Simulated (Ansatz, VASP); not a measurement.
# V: VASP beside Ansatz

The input INCAR:

```
ALGO = Normal ; EDIFF = 1E-6
ENCUT = 520 ; GGA = RP
ISIF = 2 ; ISMEAR = -1
ISPIN = 2 ; LASPH = True
LCHARG = False ; LMAXMIX = 4
LORBIT = 11 ; LREAL = False
LWAVE = False ; MAGMOM = 2
NBANDS = 16 ; NELM = 150
PREC = Accurate ; SIGMA = 0.05
```

The input KPOINTS:

```
k-points
0
Gamma
  12 12 12
```

POSCAR

```
V
1.0
   -1.5143500000      1.5143500000      1.5143500000
    1.5143500000     -1.5143500000      1.5143500000
    1.5143500000      1.5143500000     -1.5143500000
V
1
Direct
    0.0000000000      0.0000000000      0.0000000000
```

The input input.yaml:

```yaml
crystal:
  lattice:
    - [-1.51435, 1.51435, 1.51435]
    - [1.51435, -1.51435, 1.51435]
    - [1.51435, 1.51435, -1.51435]
  atoms:
    - { symbol: V, position: [0.0, 0.0, 0.0], spin: 2.0 }
hamiltonian:
  xc: rpbe
  pseudopotentials: { kind: paw }
magnetization:
  spin_polarized: true
kpoints:
  mp_grid: { grid: [12, 12, 12] }
  band_path:
    path:
      - [[0.0, 0.0, 0.0], [0.5, -0.5, 0.5], [0.0, 0.0, 0.5], [0.0, 0.0, 0.0], [0.25, 0.25, 0.25], [0.5, -0.5, 0.5]]
      - [[0.25, 0.25, 0.25], [0.0, 0.0, 0.5]]
    npoints: 14
scf:
  occupations: { method: fermi_dirac, width: 0.05 }
  n_extra_bands: 6
output:
  forces: true
  stress: true
  eigenvalues: true
  fatbands: false
```

Alike in both runs: functional RPBE; k mesh 12 × 12 × 12; occupations fermi-dirac, width 0.05 eV; collinear spin.

```csv
,VASP,Ansatz
version,VASP 6.6.1,Ansatz 0.2.0
potentials or method,"VASP PAW PBE potentials, release 64 (V_sv)",Ansatz PAW
plane-wave cutoff (eV),520,420
valence electrons in the cell,13,13
task,single point,band structure
```

Ansatz gave:

| Property | Result |
| --- | --- |
| gap on the k mesh at the Fermi level (eV) | none |
| pressure (GPa) | -1.2 |
| net moment per atom (μB) | 0.00 |

Problem. Estimate VASP's values.

Solution. gap on the k mesh at the Fermi level (eV): none; pressure (GPa): -1.0; net moment per atom (μB): 0.00.

VASP's potentials were made for PBE, not for RPBE. A gap of «none» marks a metal or a gap that the smearing closes. With one functional, cell and mesh, what is left measures potentials, basis and numerics.
